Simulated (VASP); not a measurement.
# Si in VASP: notebook

The runs below take Si through single point, with PBE, PBE-based screened hybrid.

Program: VASP 6.6.1. These are calculated values, not measurements. Logs are shortened: lines on timing, memory, paths and dates and some standing lists are left out, and cuts for length are marked.

### 1 The cell of the first run

The typed cell holds 4 atoms: a = 3.831 Å, b = 3.831 Å, c = 6.333 Å, α = 90.00°, β = 90.00°, γ = 120.00°.

### 2 Single point, PBE (atoms moved at random)

File INCAR:

```
SYSTEM = Si
ALGO = Normal ; EDIFF = 1E-6
ENCUT = 520 ; GGA = PE
ISIF = 2 ; ISMEAR = -1
LASPH = .TRUE. ; LCHARG = .FALSE.
LREAL = .FALSE. ; LWAVE = .FALSE.
NBANDS = 16 ; NELM = 60
PREC = Accurate ; SIGMA = 0.05
```

File KPOINTS:

```
k-points
0
G
  8 8 4
  0 0 0
```

File POSCAR:

```
Si
1.0
    3.8313174605      0.0000000000      0.0000000000
   -1.9156587303      3.3180182508      0.0000000000
    0.0000000000      0.0000000000      6.3326220002
Si
4
Direct
    0.6624090000      0.3337130000      0.9403250000
    0.3346860000      0.6586850000      0.4343140000
    0.6743670000      0.3454220000      0.5621860000
    0.3142490000      0.6473930000      0.0588250000
```

Potentials or basis: VASP PAW PBE potentials, release 64 (Si).

Launch:

```
$ cat potpaw_PBE.64/Si/POTCAR > POTCAR
$ mpirun -np 1 vasp_std > vasp.out
```

OUTCAR:

```text
SYSTEM = Si
   EDIFF = 1E-6
   ENCUT = 520
   GGA = PE
   ISIF = 2
   ISMEAR = -1
   LASPH = .TRUE.
   LREAL = .FALSE.
   NELM = 60
   PREC = Accurate

 ion  position               nearest neighbor table
   1  0.662  0.334  0.940-   4 2.29   4 2.32   3 2.40   4 2.40
   2  0.335  0.659  0.434-   3 2.31   3 2.34   4 2.38   3 2.42
   3  0.674  0.345  0.562-   2 2.31   2 2.34   1 2.40   2 2.42
   4  0.314  0.647  0.059-   1 2.29   1 2.32   2 2.38   1 2.40

  LATTYP: Found a hexagonal cell.
 ALAT       =     3.8313174605
 C/A-ratio  =     1.6528575524

  Lattice vectors:

 A1 = (   3.8313174605,   0.0000000000,   0.0000000000)
 A2 = (  -1.9156587303,   3.3180182508,   0.0000000000)
 A3 = (   0.0000000000,   0.0000000000,   6.3326220002)

Analysis of symmetry for initial positions (statically):
=====================================================================
 Subroutine PRICEL returns:
 Original cell was already a primitive cell.

 Routine SETGRP: Setting up the symmetry group for a
 hexagonal supercell.

 Subroutine GETGRP returns: Found  1 space group operations
 (whereof  1 operations were pure point group operations)
 out of a pool of 24 trial point group operations.

The static configuration has the point symmetry C_1 .

Analysis of symmetry for dynamics (positions and initial velocities):
=====================================================================
 Subroutine PRICEL returns:
 Original cell was already a primitive cell.

 Routine SETGRP: Setting up the symmetry group for a
 hexagonal supercell.

 Subroutine GETGRP returns: Found  1 space group operations
 (whereof  1 operations were pure point group operations)
 out of a pool of 24 trial point group operations.

The dynamic configuration has the point symmetry C_1 .

 Subroutine INISYM returns: Found  1 space group operations
 (whereof  1 operations are pure point group operations),
 and found     1 'primitive' translations

----------------------------------------------------------------------------------------

                                     Primitive cell

  volume of cell :      80.5027

  direct lattice vectors                    reciprocal lattice vectors
     3.831317461  0.000000000  0.000000000     0.261006823  0.150692360  0.000000000
    -1.915658730  3.318018251  0.000000000     0.000000000  0.301384720  0.000000000
     0.000000000  0.000000000  6.332622000     0.000000000  0.000000000  0.157912473

  length of vectors
     3.831317461  3.831317461  6.332622000     0.301384720  0.301384720  0.157912473

  position of ions in fractional coordinates (direct lattice)
     0.662409000  0.333713000  0.940325000
     0.334686000  0.658685000  0.434314000
     0.674367000  0.345422000  0.562186000
     0.314249000  0.647393000  0.058825000

  ion indices of the primitive-cell ions
   primitive index   ion index
                 1           1
                 2           2
                 3           3
                 4           4

----------------------------------------------------------------------------------------

 KPOINTS: k-points

Automatic generation of k-mesh.
 Grid dimensions read from file:
 generate k-points for:    8    8    4

 Generating k-lattice:

  Cartesian coordinates                     Fractional coordinates (reciprocal lattice)
     0.032625853  0.018836545  0.000000000     0.125000000  0.000000000  0.000000000
     0.000000000  0.037673090  0.000000000     0.000000000  0.125000000  0.000000000
     0.000000000  0.000000000  0.039478118     0.000000000  0.000000000  0.250000000

  Length of vectors
     0.037673090  0.037673090  0.039478118

  Shift w.r.t. Gamma in fractional coordinates (k-lattice)
     0.000000000  0.000000000  0.000000000

 Subroutine IBZKPT returns following result:
 ===========================================

 Found    132 irreducible k-points:

 Following reciprocal coordinates:
            Coordinates               Weight
  0.000000  0.000000  0.000000      1.000000
  0.125000  0.000000  0.000000      2.000000
  0.000000  0.125000  0.000000      2.000000
 -0.125000  0.125000  0.000000      2.000000
  0.250000  0.000000  0.000000      2.000000
  0.000000  0.250000  0.000000      2.000000
[... 16 lines left out ...]
  0.375000  0.125000  0.000000      2.000000
 -0.125000  0.500000  0.000000      2.000000
 [... further k-points ...]
   k-points           NKPTS =    132   k-points in BZ     NKDIM =    132   number of bands    NBANDS=     16
   number of dos      NEDOS =    301   number of ions     NIONS =      4
   total plane-waves  NPLWV =  37632
   dimension x,y,z NGX =    28 NGY =   28 NGZ =   48
   dimension x,y,z NGXF=    56 NGYF=   56 NGZF=   96
   ions per type =               4
   NGX,Y,Z   is equivalent  to a cutoff of  12.15, 12.15, 12.60 a.u.
   NGXF,Y,Z  is equivalent  to a cutoff of  24.30, 24.30, 25.20 a.u.
 SYSTEM =  Si
   PREC   = accura    normal or accurate (medium, high low for compatibility)
   ISTART =      0    job   : 0-new  1-cont  2-samecut
   ICHARG =      2    charge: 1-file 2-atom 10-const
   ISPIN  =      1    spin polarized calculation?
   LNONCOLLINEAR =      F non collinear calculations
   LSORBIT =      F    spin-orbit coupling
   LASPH  =      T    aspherical Exc in radial PAW
   ENCUT  =  520.0 eV  38.22 Ry    6.18 a.u.   7.12  7.12 11.77*2*pi/ulx,y,z
   NELM   =     60;   NELMIN=  2; NELMDL= -5     # of ELM steps
   EDIFF  = 0.1E-05   stopping-criterion for ELM
   LREAL  =      F    real-space projection
   EDIFFG = 0.1E-04   stopping-criterion for IOM
   NSW    =      0    number of steps for IOM
   IBRION =     -1    ionic relax: 0-MD 1-quasi-New 2-CG
   NFREE  =      0    steps in history (QN), initial steepest desc. (CG)
   ISIF   =      2    stress and relaxation
   ISYM   =      2    0-nonsym 1-usesym 2-fastsym
   POTIM  = 0.5000    time-step for ionic-motion
   TEBEG  =    0.0;   TEEND  =   0.0 temperature during run
   PSTRESS=    0.0 pullay stress
   NELECT =      16.0000    total number of electrons
   NUPDOWN=      -1.0000    fix difference up-down
   EMIN   =  10.00;   EMAX   =-10.00  energy-range for DOS
   EFERMI =   0.00;   METHOD = LEGACY
   ISMEAR =    -1;   SIGMA  =   0.05  broadening in eV -4-tet -1-fermi 0-gaus
   EFERMI_NEDOS =   21; number of points for ismear=-14 and -15
   IALGO  =     38    algorithm
   IMIX   =      4    mixing-type and parameters
     AMIX     =   0.40;   BMIX     =  1.00
     AMIX_MAG =   1.60;   BMIX_MAG =  1.00
  volume/ion in A,a.u.               =      20.13       135.81
  Fermi-wavevector in a.u.,A,eV,Ry     =   0.955384  1.805414 12.418837  0.912759
  Thomas-Fermi vector in A             =   2.084217
   LORBIT       =      0    0 simple, 1 ext, 2 COOP (PROOUT), +10 PAW based schemes
   GGA     = PE    functional components
   LHFCALC =     F    Hartree Fock is set to
   AEXX    =    0.0000 exact exchange contribution
   IVDW    =     0    specifies the selected vdW correction
   LEPSILON=     F    determine dielectric tensor
   LRPA    =     F    only Hartree local field effects (RPA)
 non-spin polarized calculation
  energy-cutoff  :      520.00
  volume of cell :       80.50
 maximum number of plane-waves:      2200
   NGX = 15   NGY = 15   NGZ = 23

 number of electron      16.0000000 magnetization

 Free energy of the ion-electron system (eV)
  ---------------------------------------------------
  ext. energy  EPLUGINS =         0.00000000
  ---------------------------------------------------
  free energy    TOTEN  =       -21.57838226 eV

  energy without entropy =      -21.57767035  energy(sigma->0) =      -21.57802631

 E-fermi :   6.2615     XC(G=0):  -9.3844

 val. band max:        6.2400049962   @ k =   0.0000   0.0000   0.0000
 cond. band min:       6.3025751465   @ k =   0.0000   0.5000   0.0000
 fundamental gap:      0.0625701503
 Fermi energy:         6.2614886245

 k-point     1 :       0.0000    0.0000    0.0000
  band No.  band energies     occupation
      1      -6.1746      2.00000
      2      -3.9197      2.00000
      3      -1.1136      2.00000
      4       4.2649      2.00000
      5       4.6967      2.00000
      6       5.7098      1.99997
[... 8 lines left out ...]
     15      10.4167      0.00000
     16      11.8427      0.00000

 k-point     2 :       0.1250    0.0000    0.0000
  band No.  band energies     occupation
      1      -5.9913      2.00000
      2      -3.7330      2.00000
      3      -1.0219      2.00000
      4       3.0981      2.00000
      5       4.2514      2.00000
      6       4.6571      2.00000
[... 8 lines left out ...]
     15      10.9521      0.00000
     16      11.1016      0.00000

 k-point     3 :       0.0000    0.1250    0.0000
  band No.  band energies     occupation
      1      -5.9960      2.00000
      2      -3.7380      2.00000
      3      -1.0181      2.00000
      4       3.3572      2.00000
      5       3.9608      2.00000
      6       4.9787      2.00000
[... 8 lines left out ...]
     15      11.0347      0.00000
     16      11.1570      0.00000

 k-point     4 :      -0.1250    0.1250    0.0000
  band No.  band energies     occupation
      1      -5.9916      2.00000
      2      -3.7331      2.00000
      3      -1.0218      2.00000
      4       3.1141      2.00000
      5       4.2322      2.00000
      6       4.6616      2.00000
[... 8 lines left out ...]
     15      10.9894      0.00000
     16      11.0852      0.00000

 k-point     5 :       0.2500    0.0000    0.0000
  band No.  band energies     occupation
      1      -5.4517      2.00000
      2      -3.1813      2.00000
      3      -0.9504      2.00000
      4       1.5198      2.00000
      5       2.7432      2.00000
      6       3.6207      2.00000
[... 8 lines left out ...]
     15      12.0059      0.00000
     16      12.4010      0.00000

 k-point     6 :       0.0000    0.2500    0.0000
  band No.  band energies     occupation
      1      -5.4750      2.00000
      2      -3.2064      2.00000
      3      -0.9024      2.00000
      4       1.6727      2.00000
      5       2.9978      2.00000
      6       3.4198      2.00000
[... 8 lines left out ...]
     15      12.0555      0.00000
     16      12.6224      0.00000
[... 267 lines left out ...]
 k-point    21 :       0.1250    0.2500    0.0000
  band No.  band energies     occupation
      1      -4.9712      2.00000
      2      -2.6890      2.00000
      3      -1.1221      2.00000
      4       1.2997      2.00000
      5       1.9660      2.00000
      6       2.4319      2.00000
[... 8 lines left out ...]
     15      12.3765      0.00000
     16      12.7811      0.00000

 k-point    22 :       0.3750   -0.1250    0.0000
  band No.  band energies     occupation
      1      -4.9219      2.00000
      2      -2.6348      2.00000
      3      -1.2640      2.00000
      4       1.2209      2.00000
      5       1.6655      2.00000
      6       2.6237      2.00000
[... 8 lines left out ...]
     15      12.3023      0.00000
     16      12.5805      0.00000

 k-point    23 :       0.3750    0.1250    0.0000
  band No.  band energies     occupation
      1      -4.0389      2.00000
      2      -2.2281      2.00000
      3      -1.7050      2.00000
      4       0.2468      2.00000
      5       1.3884      2.00000
      6       2.3258      2.00000
[... 8 lines left out ...]
     15      12.3558      0.00000
     16      12.9213      0.00000

 k-point    24 :      -0.1250    0.5000    0.0000
  band No.  band energies     occupation
      1      -4.1689      2.00000
      2      -1.9795      2.00000
      3      -1.8460      2.00000
      4       0.5675      2.00000
      5       1.3035      2.00000
      6       2.1900      2.00000
[... 8 lines left out ...]
     15      12.6867      0.00000
     16      13.0783      0.00000

 [... further k-points ...]

------------------------ aborting loop because EDIFF is reached ----------------------------------------

  FORCE on cell =-STRESS in cart. coord.  units (eV):
  Direction    XX          YY          ZZ          XY          YZ          ZX
  --------------------------------------------------------------------------------------
  -------------------------------------------------------------------------------------
  Total        2.1152062     -0.0703824      0.3172710      0.0619711      0.0084942      0.2607096
  in kB       42.0971622     -1.4007618      6.3143759      1.2333583      0.1690531      5.1886833
  external PRESSURE =      15.6702588 kB  Pullay stress =       0.0000000 kB

 VOLUME and BASIS-vectors are now :
 -----------------------------------------------------------------------------
  energy-cutoff  :      520.00
  volume of cell :       80.50
      direct lattice vectors                 reciprocal lattice vectors
     3.831317461  0.000000000  0.000000000     0.261006823  0.150692360  0.000000000
    -1.915658730  3.318018251  0.000000000     0.000000000  0.301384720  0.000000000
     0.000000000  0.000000000  6.332622000     0.000000000  0.000000000  0.157912473

 POSITION                                       TOTAL-FORCE (eV/Angst)
 -----------------------------------------------------------------------------------
      1.89862      1.10727      5.95472        -0.280590     -0.776321     -0.539160
      0.02047      2.18553      2.75035        -0.232896      0.725563      0.008943
      1.92200      1.14612      3.56011         0.188063     -0.766996      0.125930
     -0.03620      2.14806      0.37252         0.325423      0.817754      0.404287
 -----------------------------------------------------------------------------------
    total drift:                                0.000013      0.000031     -0.000005

  FREE ENERGIE OF THE ION-ELECTRON SYSTEM (eV)
  ---------------------------------------------------
  free  energy   TOTEN  =       -21.5783822610 eV

  energy  without entropy=      -21.5776703539  energy(sigma->0) =      -21.57802631
```

Run time: 2.6 min. Hardware: 1 thread of Intel Xeon 8259CL, shared host; peak memory 0.26 GiB.

Results:

- Free energy: -21.5784 eV
- Pressure: 1.6 GPa
- Largest force: 0.986 eV/Å
- Band gap on the k mesh: 0.06 eV, indirect (least direct gap 0.78 eV)

Forces in eV/Å, atoms in the order of the input:
```
Si  -0.281 -0.776 -0.539
Si  -0.233  0.726  0.009
Si   0.188 -0.767  0.126
Si   0.325  0.818  0.404
```

Levels at points of the mesh, in eV from the valence-band top:
| k point | band 6 | band 7 | band 8 | band 9 | band 10 | band 11 |
| --- | --- | --- | --- | --- | --- | --- |
| (0.00, 0.00, 0.00) | -0.53 | -0.43 | 0.00 | 0.78 | 1.60 | 2.01 |
| (0.50, 0.00, 0.00) | -3.29 | -3.18 | -1.62 | 0.22 | 2.16 | 2.96 |
| (0.00, 0.50, 0.00) | -3.39 | -2.97 | -1.82 | 0.06 | 1.97 | 2.65 |
| (0.50, 0.50, 0.00) | -3.29 | -3.17 | -1.62 | 0.21 | 2.16 | 2.95 |
| (0.00, 0.00, 0.50) | -1.28 | -1.04 | -0.83 | 1.47 | 1.65 | 2.45 |
| (0.50, 0.00, 0.50) | -2.66 | -2.56 | -2.46 | 0.68 | 0.71 | 1.39 |
| (0.00, 0.50, 0.50) | -2.73 | -2.66 | -2.62 | 0.65 | 0.75 | 1.42 |
| (0.50, 0.50, 0.50) | -2.62 | -2.55 | -2.45 | 0.65 | 0.74 | 1.33 |

Caveat: the cell differs from its parent crystal (atoms moved at random).

### 3 Single point, PBE-based screened hybrid

File POSCAR:

```
Si
1.0
    3.8313174605      0.0000000000      0.0000000000
   -1.9156587303      3.3180182508      0.0000000000
    0.0000000000      0.0000000000      6.3326220002
Si
4
Direct
    0.6666666667      0.3333333333      0.9369905000
    0.3333333333      0.6666666667      0.4369905000
    0.6666666667      0.3333333333      0.5630095000
    0.3333333333      0.6666666667      0.0630095000
```

File INCAR.step1:

```
PREC = Accurate ; ENCUT = 520
EDIFF = 1E-5 ; ISMEAR = -1
SIGMA = 0.05 ; LREAL = False
LASPH = True ; NELM = 60
ALGO = Normal ; ISIF = 2
LWAVE = True ; LCHARG = False
GGA = PE ; NBANDS = 16
```

File INCAR.step2:

```
PREC = Accurate ; ENCUT = 520
EDIFF = 1E-7 ; ISMEAR = -1
SIGMA = 0.05 ; LREAL = False
LASPH = True ; NELM = 60
ALGO = Normal ; ISIF = 2
LWAVE = False ; LCHARG = False
GGA = PE ; LHFCALC = True
AEXX = 0.25 ; HFSCREEN = 0.1
PRECFOCK = Normal ; ISTART = 1
NBANDS = 16
```

File KPOINTS:

```
regular mesh
0
Gamma
  4 4 2
```

Potentials or basis: VASP PAW PBE potentials, release 64 (Si).

Launch:

```
$ cat potpaw_PBE.64/Si/POTCAR > POTCAR
$ cp INCAR.step1 INCAR
$ mpirun -np 1 vasp_std > vasp.out
$ cp INCAR.step2 INCAR
$ mpirun -np 1 vasp_std > vasp.out
```

It took 4.1 min on 1 thread of AMD EPYC 7R13 (Zen 3), shared host; peak memory 0.25 GiB.

Results (log left out):

```yaml
Free_energy: -25.9741 eV
Pressure: -0.3 GPa
Largest_force: 0.085 eV/Å
Band_gap_on_the_k_mesh: 1.34 eV, indirect (least direct gap 2.07 eV)
```

Forces on the atoms (eV/Å):
```
Si   0.000  0.000  0.085
Si   0.000  0.000  0.085
Si   0.000  0.000 -0.085
Si   0.000  0.000 -0.085
```

Stress tensor (GPa, compression positive):
```
 0.07  0.00  0.00
 0.00  0.07  0.00
 0.00  0.00 -1.05
```

Levels at points of the mesh, in eV from the valence-band top:
```
           k point  band 6  band 7  band 8  band 9  band 10  band 11
(0.00, 0.00, 0.00)   -0.33    0.00    0.00    2.07     3.07     3.07
(0.50, 0.00, 0.00)   -3.38   -3.19   -1.59    1.34     3.45     4.00
(0.00, 0.00, 0.50)   -1.01   -1.01   -1.01    2.90     2.90     4.12
(0.50, 0.00, 0.50)   -2.67   -2.66   -2.66    1.88     1.88     2.66
```

Caveat: the k points lie up to 0.50 Å⁻¹ apart; the PAW data sets were made with another functional, which shifts forces and pressure a little.

### 4 Single point, PBE-based screened hybrid

POSCAR is that of step 3.

File INCAR.step1:

```
  PREC = Accurate
  ENCUT = 520
  EDIFF = 1E-5
  ISMEAR = -1
  SIGMA = 0.05
  LREAL = F
  LASPH = T
  NELM = 80
  ALGO = Normal
  ISIF = 2
  LWAVE = T
  LCHARG = F
  GGA = PE
  NBANDS = 16
```

File INCAR.step2:

```
  PREC = Accurate
  ENCUT = 520
  EDIFF = 1E-6
  ISMEAR = -1
  SIGMA = 0.05
  LREAL = F
  LASPH = T
  NELM = 80
  ALGO = Normal
  ISIF = 2
  LWAVE = F
  LCHARG = F
  GGA = PE
  LHFCALC = T
  AEXX = 0.25
  HFSCREEN = 0.15
  PRECFOCK = Normal
  ISTART = 1
  NBANDS = 16
```

KPOINTS is that of step 3.

Launch:

```
$ cat potpaw_PBE.64/Si/POTCAR > POTCAR
$ cp INCAR.step1 INCAR
$ mpirun -np 1 vasp_std > vasp.out
$ cp INCAR.step2 INCAR
$ mpirun -np 1 vasp_std > vasp.out
```

Wall time 3.7 min (1 thread of AMD EPYC 7R13 (Zen 3), shared host); peak memory 0.25 GiB.

The run converged. Its results:

```
Free energy            : -25.4388 eV
Pressure               : -0.2 GPa
Largest force          : 0.084 eV/Å
Band gap on the k mesh : 1.16 eV, indirect (least direct gap 1.89 eV)
```

Forces in eV/Å, atoms in the order of the input:
```
Si   0.000  0.000  0.084
Si   0.000  0.000  0.084
Si   0.000  0.000 -0.084
Si   0.000  0.000 -0.084
```

Stress tensor (GPa, compression positive):
```
 0.21  0.00  0.00
 0.00  0.21  0.00
 0.00  0.00 -0.98
```

Levels at points of the mesh, in eV from the valence-band top:
```
           k point  band 4  band 5  band 6  band 7  band 8  band 9  band 10  band 11  band 12  band 13
(0.00, 0.00, 0.00)   -1.68   -1.68   -0.33    0.00    0.00    1.89     2.89     2.89     3.30     4.68
(0.50, 0.00, 0.00)   -6.61   -5.12   -3.37   -3.18   -1.59    1.16     3.27     3.83     4.06     5.57
(0.00, 0.00, 0.50)   -4.62   -1.01   -1.01   -1.01   -1.01    2.72     2.72     3.94     3.94     3.94
(0.50, 0.00, 0.50)   -8.05   -2.66   -2.66   -2.65   -2.65    1.70     1.70     2.48     2.48     6.78
```

Caveat: the k points lie up to 0.50 Å⁻¹ apart; the PAW data sets were made with another functional, which shifts forces and pressure a little. A k mesh can miss the band edges.

(Part 1 of 2 ends here.)
